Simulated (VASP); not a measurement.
# CoPdO2: single point with PBEsol

CoPdO2:

```
Co Pd O
1.0
     1.42250    0.82128    5.96000
    -1.42250    0.82128    5.96000
     0.00000   -1.64256    5.96000
Co Pd O
1 1 2
Direct
  0.50000 0.50000 0.50000
  0.00000 0.00000 0.00000
  0.11215 0.11215 0.11215
  0.88785 0.88785 0.88785
```

* Program: VASP 6.6.1
* Task: single point
* Functional: PBEsol
* Potentials or basis: VASP PAW PBE potentials, release 64 (Co, Pd, O)
* Cutoff: 520 eV
* k mesh: 9 × 9 × 9
* Occupations: gaussian, width 0.1 eV
* Spin: collinear spin, ferromagnetic start
* Starting moments: [3.0, 0.0, 0.0, 0.0] μB
* Dipole correction: no
* Further INCAR settings: ALGO = Normal; EDIFF = 1e-07; NBANDS = 28

The pressure is -8.4 GPa and the largest force is 0.250 eV/Å. The net moment is 0.00 μB per cell and the valence electrons inside the program's atomic spheres are Co 8.41; Pd 9.36; O 4.96.

Forces on the atoms (eV/Å):
```
Co   0.000  0.000  0.000
Pd   0.000  0.000  0.000
O    0.000  0.000  0.250
O    0.000  0.000 -0.250
```

Stress tensor (GPa, compression positive):
```
 -7.49   0.00   0.00
  0.00  -7.49   0.00
  0.00   0.00 -10.12
```

Levels at points of the mesh, in eV from the Fermi level:
Spin up:
| k point | band 14 | band 15 | band 16 | band 17 | band 18 | band 19 |
| --- | --- | --- | --- | --- | --- | --- |
| (0.00, 0.00, 0.00) | -1.53 | -1.53 | -1.06 | 1.92 | 1.92 | 2.72 |
Spin down:
| k point | band 13 | band 14 | band 15 | band 16 | band 17 | band 18 | band 19 | band 20 |
| --- | --- | --- | --- | --- | --- | --- | --- | --- |
| (0.00, 0.00, 0.00) | -1.77 | -1.53 | -1.53 | -1.06 | 1.92 | 1.92 | 2.72 | 6.18 |

Wall time 7.6 min on 1 thread of Intel(R) Xeon(R) 6975P-C (Granite Rapids) (shared host), peak memory 0.51 GiB.

Caveat: the starting moments collapsed, and a magnetic state may lie lower; the PAW data sets were made with another functional, which shifts forces and pressure a little; semilocal functionals often make such compounds metallic where correlation or magnetic order opens a gap, which also shifts bond lengths. With open d or f shells a metallic result of PBEsol can be an artefact of self-interaction; +U or a hybrid may open a gap.
